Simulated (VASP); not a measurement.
LiH:

```
Li H
1.0
     0.00000    2.03675    2.03675
     2.03675    0.00000    2.03675
     2.03675    2.03675    0.00000
Li H
1 1
Direct
  0.00000 0.00000 0.00000
  0.50000 0.50000 0.50000
```

Base run:

* Program: VASP 6.6.1
* Functional: PBE-based screened hybrid
* Potentials or basis: VASP PAW PBE potentials, release 64 (Li_sv, H)
* Cutoff: 520 eV
* k mesh: 7 × 7 × 7
* Occupations: methfessel-paxton, width 0.01 eV
* Spin: no spin polarisation

Its results: band gap on the k mesh 4.30 eV, direct.

The run is repeated on the same cell with these changes: functional from PBE-based screened hybrid to HF; occupations from methfessel-paxton, width 0.01 eV to fermi-dirac, width 0.01 eV. What comes out?

Band gap on the k mesh 11.51 eV, direct.

A k mesh can miss the band edges.
